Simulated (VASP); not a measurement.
Here is a VASP 6.6.1 calculation.

Contents of INCAR:

```
SYSTEM = Bi
  PREC = Accurate
  ENCUT = 520
  EDIFF = 1E-7
  ISMEAR = 0
  SIGMA = 0.1
  LREAL = .False.
  LASPH = .True.
  NELM = 80
  ALGO = Normal
  ISIF = 2
  LWAVE = .False.
  LCHARG = .True.
  LDIPOL = .True.
  IDIPOL = 3
  DIPOL = 0.5 0.5 0.401
  GGA = PE
  IVDW = 12
  LELF = .True.
  LVHAR = .True.
  LVACPOTAV = .True.
  NBANDS = 102
```

Contents of KPOINTS:

```
Automatic mesh
0
Gamma
  2 3 1
  0 0 0
```

Contents of POSCAR:

```
Bi
1.0
    9.3713694617      0.0000000000      0.0000000000
    0.3011862099      6.5122427808      0.0000000000
    0.0000000000      0.0000000000     25.3374906248
Bi
12
Direct
    0.0128838755      0.2628838755      0.3157376600
    0.5128838755      0.2628838755      0.3157376600
    0.9871161245      0.7371161245      0.3157376600
    0.4871161245      0.7371161245      0.3157376600
    0.7384471193      0.6684472428      0.4016396111
    0.2393982239      0.6660900417      0.4013092907
    0.7622769947      0.1745795595      0.4004912461
    0.2611064837      0.1732433194      0.4004159285
    0.5058605572      0.2781166987      0.4851562627
    0.0063086016      0.2725397438      0.4866687913
    0.4918494829      0.7301674180      0.4884582937
    0.9943249331      0.7243250250      0.4885289528
```

Potentials or basis: VASP PAW PBE potentials, release 64 (Bi_d).

Run with:

```console
$ cat potpaw_PBE.64/Bi_d/POTCAR > POTCAR
$ mpirun -np 1 vasp_std > vasp.out
```

(1) Estimate the dispersion energy per atom.

(2) Estimate the largest force.

Answers

(1) -0.297 eV.

(2) 0.417 eV/Å.
